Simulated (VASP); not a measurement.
# SnH5 (F-43m) in VASP: a series of runs

The runs below take SnH5 through single point, relaxation of cell and atoms, with PBE.

All numbers are computed with VASP 6.6.1; they aren't measurements. Logs are shortened: lines on timing, memory, paths and dates and some standing lists are left out, and cuts for length are marked.

## Step 1: The cell of the first run

The structure is cubic, space group F-43m (No. 216). Conventional cell: a = 5.470 Å, b = 5.470 Å, c = 5.470 Å, α = 90.00°, β = 90.00°, γ = 90.00°. Sn (site symmetry -43m) has 16 H at 2.33 to 2.37 Å within 3.1 Å. Within 2.0 Å of H (site symmetry 3m) lie 3 H at 1.48 Å. H (site symmetry -43m) has 12 H at 2.24 Å and 4 Sn at 2.37 Å within 3.0 Å.

The cell was built from a structure type or drawn by symmetry, and may not be a known phase.

## Step 2: Single point, PBE

Input file INCAR:

```
PREC = Accurate
ENCUT = 520
EDIFF = 1E-6
ISMEAR = 0
SIGMA = 0.1
LREAL = False
LASPH = True
NELM = 60
ALGO = Normal
ISIF = 2
LWAVE = False
LCHARG = False
GGA = PE
NBANDS = 18
```

Input file KPOINTS:

```
Automatic mesh
0
Gamma
  6 6 6
```

Input file POSCAR:

```
SnH5
1.0
    0.0000000000      2.7349804416      2.7349804416
    2.7349804416      0.0000000000      2.7349804416
    2.7349804416      2.7349804416      0.0000000000
Sn H
1 5
Direct
    0.2500000000      0.2500000000      0.2500000000
    0.6544492250      0.6544492250      0.6544492250
    0.6544492250      0.6544492250      0.0366523249
    0.6544492250      0.0366523249      0.6544492250
    0.0366523249      0.6544492250      0.6544492250
    0.0000000000      0.0000000000      0.0000000000
```

Potentials or basis: VASP PAW PBE potentials, release 64 (Sn_d, H).

The run is started by

```sh
cat potpaw_PBE.64/Sn_d/POTCAR potpaw_PBE.64/H/POTCAR > POTCAR
mpirun -np 1 vasp_std > vasp.out
```

OUTCAR:

```text
PREC = Accurate
   ENCUT = 520
   EDIFF = 1E-6
   ISMEAR = 0
   LREAL = False
   LASPH = True
   NELM = 60
   ISIF = 2
   GGA = PE

 ion  position               nearest neighbor table
   1  0.250  0.250  0.250-
   2  0.654  0.654  0.654-
   3  0.654  0.654  0.037-
   4  0.654  0.037  0.654-
   5  0.037  0.654  0.654-
   6  0.000  0.000  0.000-

  LATTYP: Found a face centered cubic cell.
 ALAT       =     5.4699608832

  Lattice vectors:

 A1 = (   0.0000000000,   2.7349804416,   2.7349804416)
 A2 = (   2.7349804416,   0.0000000000,   2.7349804416)
 A3 = (   2.7349804416,   2.7349804416,   0.0000000000)

Analysis of symmetry for initial positions (statically):
=====================================================================
 Subroutine PRICEL returns:
 Original cell was already a primitive cell.

 Routine SETGRP: Setting up the symmetry group for a
 face centered cubic supercell.

 Subroutine GETGRP returns: Found 24 space group operations
 (whereof 24 operations were pure point group operations)
 out of a pool of 48 trial point group operations.

The static configuration has the point symmetry T_d .

Analysis of symmetry for dynamics (positions and initial velocities):
=====================================================================
 Subroutine PRICEL returns:
 Original cell was already a primitive cell.

 Routine SETGRP: Setting up the symmetry group for a
 face centered cubic supercell.

 Subroutine GETGRP returns: Found 24 space group operations
 (whereof 24 operations were pure point group operations)
 out of a pool of 48 trial point group operations.

The dynamic configuration has the point symmetry T_d .

 Subroutine INISYM returns: Found 24 space group operations
 (whereof 24 operations are pure point group operations),
 and found     1 'primitive' translations

----------------------------------------------------------------------------------------

                                     Primitive cell

  volume of cell :      40.9160

  direct lattice vectors                    reciprocal lattice vectors
     0.000000000  2.734980442  2.734980442    -0.182816664  0.182816664  0.182816664
     2.734980442  0.000000000  2.734980442     0.182816664 -0.182816664  0.182816664
     2.734980442  2.734980442  0.000000000     0.182816664  0.182816664 -0.182816664

  length of vectors
     3.867846433  3.867846433  3.867846433     0.316647750  0.316647750  0.316647750

  position of ions in fractional coordinates (direct lattice)
     0.250000000  0.250000000  0.250000000
     0.654449225  0.654449225  0.654449225
     0.654449225  0.654449225  0.036652325
     0.654449225  0.036652325  0.654449225
     0.036652325  0.654449225  0.654449225
     0.000000000  0.000000000  0.000000000

  ion indices of the primitive-cell ions
   primitive index   ion index
                 1           1
                 2           2
                 3           3
                 4           4
                 5           5
                 6           6

----------------------------------------------------------------------------------------

 KPOINTS: Automatic mesh

Automatic generation of k-mesh.
 Grid dimensions read from file:
 generate k-points for:    6    6    6

 Generating k-lattice:

  Cartesian coordinates                     Fractional coordinates (reciprocal lattice)
    -0.030469444  0.030469444  0.030469444     0.166666667  0.000000000  0.000000000
     0.030469444 -0.030469444  0.030469444     0.000000000  0.166666667  0.000000000
     0.030469444  0.030469444 -0.030469444     0.000000000  0.000000000  0.166666667

  Length of vectors
     0.052774625  0.052774625  0.052774625

  Shift w.r.t. Gamma in fractional coordinates (k-lattice)
     0.000000000  0.000000000  0.000000000

 Subroutine IBZKPT returns following result:
 ===========================================

 Found     16 irreducible k-points:

 Following reciprocal coordinates:
            Coordinates               Weight
  0.000000  0.000000  0.000000      1.000000
  0.166667  0.000000  0.000000      8.000000
  0.333333  0.000000  0.000000      8.000000
  0.500000  0.000000  0.000000      4.000000
  0.166667  0.166667  0.000000      6.000000
  0.333333  0.166667  0.000000     24.000000
[... 8 lines left out ...]
 -0.333333  0.333333  0.166667     24.000000
 -0.333333  0.500000  0.166667     12.000000
   k-points           NKPTS =     16   k-points in BZ     NKDIM =     16   number of bands    NBANDS=     18
   number of dos      NEDOS =    301   number of ions     NIONS =      6
   total plane-waves  NPLWV =  27000
   dimension x,y,z NGX =    30 NGY =   30 NGZ =   30
   dimension x,y,z NGXF=    60 NGYF=   60 NGZF=   60
   ions per type =               1   5
   NGX,Y,Z   is equivalent  to a cutoff of  12.89, 12.89, 12.89 a.u.
   NGXF,Y,Z  is equivalent  to a cutoff of  25.79, 25.79, 25.79 a.u.
 SYSTEM =  unknown system
   PREC   = accura    normal or accurate (medium, high low for compatibility)
   ISTART =      0    job   : 0-new  1-cont  2-samecut
   ICHARG =      2    charge: 1-file 2-atom 10-const
   ISPIN  =      1    spin polarized calculation?
   LNONCOLLINEAR =      F non collinear calculations
   LSORBIT =      F    spin-orbit coupling
   LASPH  =      T    aspherical Exc in radial PAW
   ENCUT  =  520.0 eV  38.22 Ry    6.18 a.u.   7.19  7.19  7.19*2*pi/ulx,y,z
   NELM   =     60;   NELMIN=  2; NELMDL= -5     # of ELM steps
   EDIFF  = 0.1E-05   stopping-criterion for ELM
   LREAL  =      F    real-space projection
   EDIFFG = 0.1E-04   stopping-criterion for IOM
   NSW    =      0    number of steps for IOM
   IBRION =     -1    ionic relax: 0-MD 1-quasi-New 2-CG
   NFREE  =      0    steps in history (QN), initial steepest desc. (CG)
   ISIF   =      2    stress and relaxation
   ISYM   =      2    0-nonsym 1-usesym 2-fastsym
   POTIM  = 0.5000    time-step for ionic-motion
   TEBEG  =    0.0;   TEEND  =   0.0 temperature during run
   PSTRESS=    0.0 pullay stress
   NELECT =      19.0000    total number of electrons
   NUPDOWN=      -1.0000    fix difference up-down
   EMIN   =  10.00;   EMAX   =-10.00  energy-range for DOS
   EFERMI =   0.00;   METHOD = LEGACY
   ISMEAR =     0;   SIGMA  =   0.10  broadening in eV -4-tet -1-fermi 0-gaus
   EFERMI_NEDOS =   21; number of points for ismear=-14 and -15
   IALGO  =     38    algorithm
   IMIX   =      4    mixing-type and parameters
     AMIX     =   0.40;   BMIX     =  1.00
     AMIX_MAG =   1.60;   BMIX_MAG =  1.00
  volume/ion in A,a.u.               =       6.82        46.02
  Fermi-wavevector in a.u.,A,eV,Ry     =   1.267735  2.395672 21.866630  1.607152
  Thomas-Fermi vector in A             =   2.400867
   LORBIT       =      0    0 simple, 1 ext, 2 COOP (PROOUT), +10 PAW based schemes
   GGA     = PE    functional components
   LHFCALC =     F    Hartree Fock is set to
   AEXX    =    0.0000 exact exchange contribution
   IVDW    =     0    specifies the selected vdW correction
   LEPSILON=     F    determine dielectric tensor
   LRPA    =     F    only Hartree local field effects (RPA)
 non-spin polarized calculation
 Gauss-broadening in eV      SIGMA  =   0.10
  energy-cutoff  :      520.00
  volume of cell :       40.92
 maximum number of plane-waves:      1113
 NGX is ok and might be reduce to    30
   NGX = 15   NGY = 15   NGZ = 15

 number of electron      18.9999992 magnetization

 Free energy of the ion-electron system (eV)
  ---------------------------------------------------
  ext. energy  EPLUGINS =         0.00000000
  ---------------------------------------------------
  free energy    TOTEN  =       -14.88947870 eV

  energy without entropy =      -14.88284715  energy(sigma->0) =      -14.88616293

 E-fermi :   5.9512     XC(G=0): -10.7812

 val. band max:        5.9175095627   @ k =  -0.1667   0.1667   0.0000
 cond. band min:       6.0461350994   @ k =   0.3333   0.0000   0.0000
 fundamental gap:      0.1286255367
 Fermi energy:         5.9511913624

 k-point     1 :       0.0000    0.0000    0.0000
  band No.  band energies     occupation
      1     -15.3232      2.00000
      2     -15.3232      2.00000
      3     -15.3232      2.00000
      4     -15.3165      2.00000
      5     -15.3165      2.00000
      6      -7.1055      2.00000
[... 10 lines left out ...]
     17      13.9043      0.00000
     18      16.4684      0.00000

 k-point     2 :       0.1667    0.0000    0.0000
  band No.  band energies     occupation
      1     -15.3238      2.00000
      2     -15.3238      2.00000
      3     -15.3236      2.00000
      4     -15.3108      2.00000
      5     -15.3108      2.00000
      6      -6.6958      2.00000
[... 10 lines left out ...]
     17      16.0330      0.00000
     18      18.3930      0.00000

 k-point     3 :       0.3333    0.0000    0.0000
  band No.  band energies     occupation
      1     -15.3335      2.00000
      2     -15.3335      2.00000
      3     -15.3250      2.00000
      4     -15.2905      2.00000
      5     -15.2905      2.00000
      6      -5.4855      2.00000
[... 10 lines left out ...]
     17      19.9805      0.00000
     18      21.4182      0.00000

 k-point     4 :       0.5000    0.0000    0.0000
  band No.  band energies     occupation
      1     -15.3386      2.00000
      2     -15.3386      2.00000
      3     -15.3261      2.00000
      4     -15.2802      2.00000
      5     -15.2802      2.00000
      6      -4.0061      2.00000
[... 207 lines left out ...]
      4     -15.2880      2.00000
      5     -15.2827      2.00000
      6      -4.4287      2.00000
[... 10 lines left out ...]
     17      19.2794      0.00000
     18      20.6313      0.00000

 k-point    15 :      -0.3333    0.3333    0.1667
  band No.  band energies     occupation
      1     -15.3515      2.00000
      2     -15.3213      2.00000
      3     -15.3090      2.00000
      4     -15.3045      2.00000
      5     -15.2744      2.00000
      6      -3.1013      2.00000
[... 10 lines left out ...]
     17      19.7453      0.00000
     18      22.3457      0.00000

 k-point    16 :      -0.3333    0.5000    0.1667
  band No.  band energies     occupation
      1     -15.3622      2.00000
      2     -15.3341      2.00000
      3     -15.3057      2.00000
      4     -15.2903      2.00000
      5     -15.2676      2.00000
      6      -2.7437      2.00000
[... 10 lines left out ...]
     17      20.2772      0.00000
     18      21.4685      0.00000

------------------------ aborting loop because EDIFF is reached ----------------------------------------

  FORCE on cell =-STRESS in cart. coord.  units (eV):
  Direction    XX          YY          ZZ          XY          YZ          ZX
  --------------------------------------------------------------------------------------
  -------------------------------------------------------------------------------------
  Total        0.0008343      0.0008343      0.0008343      0.0000000     -0.0000000      0.0000000
  in kB        0.0326691      0.0326691      0.0326691      0.0000000     -0.0000000      0.0000000
  external PRESSURE =       0.0326691 kB  Pullay stress =       0.0000000 kB

 VOLUME and BASIS-vectors are now :
 -----------------------------------------------------------------------------
  energy-cutoff  :      520.00
  volume of cell :       40.92
      direct lattice vectors                 reciprocal lattice vectors
     0.000000000  2.734980442  2.734980442    -0.182816664  0.182816664  0.182816664
     2.734980442  0.000000000  2.734980442     0.182816664 -0.182816664  0.182816664
     2.734980442  2.734980442  0.000000000     0.182816664  0.182816664 -0.182816664

 POSITION                                       TOTAL-FORCE (eV/Angst)
 -----------------------------------------------------------------------------------
      1.36749      1.36749      1.36749        -0.000000      0.000000      0.000000
      3.57981      3.57981      3.57981        -0.015833     -0.015833     -0.015833
      1.89015      1.89015      3.57981         0.015833      0.015833     -0.015833
      1.89015      3.57981      1.89015         0.015833     -0.015833      0.015833
      3.57981      1.89015      1.89015        -0.015833      0.015833      0.015833
      0.00000      0.00000      0.00000         0.000000      0.000000      0.000000
 -----------------------------------------------------------------------------------
    total drift:                               -0.000000     -0.000000     -0.000000

  FREE ENERGIE OF THE ION-ELECTRON SYSTEM (eV)
  ---------------------------------------------------
  free  energy   TOTEN  =       -14.8894786998 eV

  energy  without entropy=      -14.8828471537  energy(sigma->0) =      -14.88616293
```

Run time: 16 s. Hardware: 1 thread of Intel Xeon Platinum 8259CL at 2.50GHz (Skylake/Cascade Lake), shared host; peak memory 0.16 GiB.

What came out:

```
Free energy            : -14.8895 eV
Pressure               : 0.0 GPa
Largest force          : 0.027 eV/Å
Band gap on the k mesh : zero (an odd number of electrons rules out a gap without spin polarisation)
```

Forces on the atoms (eV/Å):
```
Sn   0.000  0.000  0.000
H   -0.016 -0.016 -0.016
H    0.016  0.016 -0.016
H    0.016 -0.016  0.016
H   -0.016  0.016  0.016
H    0.000  0.000  0.000
```

Caveat: spin-orbit coupling is left out, which moves the levels of the heavy elements.

## Step 3: Single point, PBE

This run uses another cell than the first one, of 9.47 Å³/atom.

Input file INCAR:

```
SYSTEM = SnH5
PREC = Accurate
ENCUT = 520
EDIFF = 1E-7
ISMEAR = 0
SIGMA = 0.1
LREAL = .False.
LASPH = .True.
NELM = 60
ALGO = Normal
ISIF = 2
LWAVE = .False.
LCHARG = .True.
GGA = PE
LELF = .True.
LVHAR = .True.
NBANDS = 18
```

Input file KPOINTS:

```
Automatic mesh
0
Gamma
  6 6 6
  0 0 0
```

Input file POSCAR:

```
SnH5
1.0
    0.0000000000      3.0508385200      3.0508385200
    3.0508385200      0.0000000000      3.0508385200
    3.0508385200      3.0508385200      0.0000000000
Sn H
1 5
Direct
    0.2500000000      0.2500000000      0.2500000000
    0.6549721800      0.6549721800      0.6549721800
    0.6549721800      0.6549721800      0.0350834500
    0.6549721800      0.0350834500      0.6549721800
    0.0350834500      0.6549721800      0.6549721800
    0.0000000000      0.0000000000      0.0000000000
```

Potentials or basis: VASP PAW PBE potentials, release 64 (Sn_d, H).

The run is started by

```sh
cat potpaw_PBE.64/Sn_d/POTCAR potpaw_PBE.64/H/POTCAR > POTCAR
mpirun -np 1 vasp_std > vasp.out
```

OUTCAR:

```text
SYSTEM = SnH5
   PREC = Accurate
   ENCUT = 520
   EDIFF = 1E-7
   ISMEAR = 0
   LREAL = .False.
   LASPH = .True.
   NELM = 60
   ISIF = 2
   GGA = PE

 ion  position               nearest neighbor table
   1  0.250  0.250  0.250-
   2  0.655  0.655  0.655-
   3  0.655  0.655  0.035-
   4  0.655  0.035  0.655-
   5  0.035  0.655  0.655-
   6  0.000  0.000  0.000-

  LATTYP: Found a face centered cubic cell.
 ALAT       =     6.1016770400

  Lattice vectors:

 A1 = (   0.0000000000,   3.0508385200,   3.0508385200)
 A2 = (   3.0508385200,   0.0000000000,   3.0508385200)
 A3 = (   3.0508385200,   3.0508385200,   0.0000000000)

Analysis of symmetry for initial positions (statically):
=====================================================================
 Subroutine PRICEL returns:
 Original cell was already a primitive cell.

 Routine SETGRP: Setting up the symmetry group for a
[... 166 lines left out ...]

 E-fermi :   2.9505     XC(G=0):  -9.4347

 val. band max:        2.8986917446   @ k =  -0.3333   0.1667   0.0000
 cond. band min:       3.0372432643   @ k =   0.3333   0.0000   0.0000
 fundamental gap:      0.1385515197
 Fermi energy:         2.9504814827

 k-point     1 :       0.0000    0.0000    0.0000
  band No.  band energies     occupation
      1     -18.3523      2.00000
      2     -18.3523      2.00000
      3     -18.3514      2.00000
      4     -18.3514      2.00000
      5     -18.3514      2.00000
      6      -7.3883      2.00000
[... 313 lines left out ...]
      5     -18.3362      2.00000
      6      -4.0878      2.00000
[... 10 lines left out ...]
     17      15.1485      0.00000
     18      15.8835      0.00000

------------------------ aborting loop because EDIFF is reached ----------------------------------------

  FORCE on cell =-STRESS in cart. coord.  units (eV):
  Direction    XX          YY          ZZ          XY          YZ          ZX
  --------------------------------------------------------------------------------------
  -------------------------------------------------------------------------------------
  Total       -4.5752335     -4.5752335     -4.5752335      0.0000000      0.0000000      0.0000000
  in kB     -129.0732337   -129.0732337   -129.0732337      0.0000000      0.0000000      0.0000000
  external PRESSURE =    -129.0732337 kB  Pullay stress =       0.0000000 kB

 VOLUME and BASIS-vectors are now :
 -----------------------------------------------------------------------------
  energy-cutoff  :      520.00
  volume of cell :       56.79
      direct lattice vectors                 reciprocal lattice vectors
     0.000000000  3.050838520  3.050838520    -0.163889369  0.163889369  0.163889369
     3.050838520  0.000000000  3.050838520     0.163889369 -0.163889369  0.163889369
     3.050838520  3.050838520  0.000000000     0.163889369  0.163889369 -0.163889369

 POSITION                                       TOTAL-FORCE (eV/Angst)
 -----------------------------------------------------------------------------------
      1.52542      1.52542      1.52542         0.000000     -0.000000      0.000000
      3.99643      3.99643      3.99643         0.162211      0.162211      0.162211
      2.10525      2.10525      3.99643        -0.162211     -0.162211      0.162211
      2.10525      3.99643      2.10525        -0.162211      0.162211     -0.162211
      3.99643      2.10525      2.10525         0.162211     -0.162211     -0.162211
      0.00000      0.00000      0.00000         0.000000      0.000000      0.000000
 -----------------------------------------------------------------------------------
    total drift:                                0.000001      0.000001      0.000001

  FREE ENERGIE OF THE ION-ELECTRON SYSTEM (eV)
  ---------------------------------------------------
  free  energy   TOTEN  =       -14.0622197026 eV

  energy  without entropy=      -14.0505748838  energy(sigma->0) =      -14.05639729
```

Run time: 19 s. Hardware: 1 thread of Intel Xeon Platinum 8259CL at 2.50GHz (Skylake/Cascade Lake), shared host; peak memory 0.17 GiB.

What came out:

```
Free energy            : -14.0622 eV
Pressure               : -12.9 GPa
Largest force          : 0.281 eV/Å
Band gap on the k mesh : zero (an odd number of electrons rules out a gap without spin polarisation)
```

Forces on the atoms (eV/Å):
```
Sn   0.000  0.000  0.000
H    0.162  0.162  0.162
H   -0.162 -0.162  0.162
H   -0.162  0.162 -0.162
H    0.162 -0.162 -0.162
H    0.000  0.000  0.000
```

Levels at points of the mesh, in eV from the Fermi level:
| k point | band 7 | band 8 | band 9 | band 10 | band 11 | band 12 |
| --- | --- | --- | --- | --- | --- | --- |
| (0.00, 0.00, 0.00) | -2.17 | 0.13 | 0.13 | 0.13 | 0.92 | 3.85 |
| (0.50, 0.00, 0.00) | -7.27 | -1.09 | 0.13 | 0.13 | 0.63 | 2.14 |
| (0.50, 0.50, 0.00) | -5.03 | -4.56 | -1.81 | -1.81 | -0.92 | 5.73 |

Caveat: the cell stands under tension; spin-orbit coupling is left out, which moves the levels of the heavy elements.

[end of part 1 of 2]
